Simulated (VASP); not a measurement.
Wanted: the native input for a VASP 6.6.1 run.

```
Task                   : single point
Functional             : PBEsol
Potentials or basis    : VASP PAW PBE potentials, release 64 (Al, Ru_pv)
Cutoff                 : 520 eV
k mesh                 : 20 × 20 × 20
Occupations            : gaussian, width 0.15 eV
Spin                   : no spin polarisation
Dipole correction      : no
Further INCAR settings : ALGO = Fast; EDIFF = 1e-07; NBANDS = 16
```

The structure of AlRu lies in POSCAR:

```
AlRu
1.0
    2.9764078228      0.0000000000      0.0000000000
    0.0000000000      2.9764078228      0.0000000000
    0.0000000000      0.0000000000      2.9764078228
Al Ru
1 1
Direct
    0.0000000000      0.0000000000      0.0000000000
    0.5000000000      0.5000000000      0.5083993866
```

This cell differs from its parent crystal: all Ru atoms moved +0.025 Å, as atom 2 along Cartesian [0 0 1].

These files were run (other wordings do the same):

INCAR

```
ALGO = Fast
EDIFF = 1E-7
ENCUT = 520
GGA = PS
ISIF = 2
ISMEAR = 0
LASPH = True
LCHARG = True
LELF = True
LREAL = False
LVHAR = True
LWAVE = False
NBANDS = 16
NELM = 80
PREC = Accurate
SIGMA = 0.15
```

KPOINTS

```
k-points
0
Gamma
  20 20 20
```

Potentials or basis: VASP PAW PBE potentials, release 64 (Al, Ru_pv).

Run with:

```bash
$ cat potpaw_PBE.64/Al/POTCAR potpaw_PBE.64/Ru_pv/POTCAR > POTCAR
$ mpirun -np 1 vasp_std > vasp.out
```

Results of the run:

```
Pressure               : 0.1 GPa
Largest force          : 0.204 eV/Å
Band gap on the k mesh : zero (an odd number of electrons rules out a gap without spin polarisation)
```

Caveat: the cell differs from its parent crystal (all Ru atoms moved +0.025 Å, as atom 2 along Cartesian [0 0 1]); the PAW data sets were made with another functional, which shifts forces and pressure a little.

It took 2.9 min on 1 thread of AMD EPYC 9R14 (Zen 4), with other jobs on the host, peak memory 0.36 GiB.
